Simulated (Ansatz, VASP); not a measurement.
**Si2W: VASP beside Ansatz**

```xyz
9
Lattice="4.5199 0.0000 0.0000 -2.2600 3.9144 0.0000 0.0000 0.0000 6.9277" Properties=species:S:1:pos:R:3 pbc="T T T"
Si    2.2600    2.5352    3.4638
Si   -1.0656    3.2248    5.7731
Si    1.0656    3.2248    1.1546
Si    0.0000    1.3792    3.4638
Si    3.3255    0.6896    5.7731
Si    1.1944    0.6896    1.1546
W    -1.1300    1.9572    1.1546
W     1.1300    1.9572    5.7731
W     2.2600    0.0000    3.4638
```

Alike in both runs: task single point; functional PBE; k mesh 9 × 9 × 6; occupations gaussian, width 0.03 eV; no spin polarisation.

|  | VASP | Ansatz |
| --- | --- | --- |
| version | VASP 6.6.1 | Ansatz 0.2.0 |
| potentials or method | VASP PAW PBE potentials, release 64 (Si, W_sv), cutoff 520 eV | scalar-relativistic, plane waves, PAW |
| valence electrons in the cell | 66 | 66 |

VASP gave:

- gap on the k mesh at the Fermi level (eV): 0.42
- least direct gap on the mesh (eV): 0.78
- pressure (GPa): 2.2
- traceless stress, the component that is largest in VASP (GPa): -9.95
- rms of the force components (eV/Å): 0.770

Task: Which values does Ansatz return?

Result: gap on the k mesh at the Fermi level (eV): 0.42; least direct gap on the mesh (eV): 0.78; pressure (GPa): 2.2; traceless stress, the component that is largest in VASP (GPa): -9.97; rms of the force components (eV/Å): 0.770.

Atom by atom the forces differ by 0.000 eV/Å (rms over components). The functional is the same, so the differences come from potentials, cutoffs and numerics.

Neither program's run includes spin-orbit coupling.
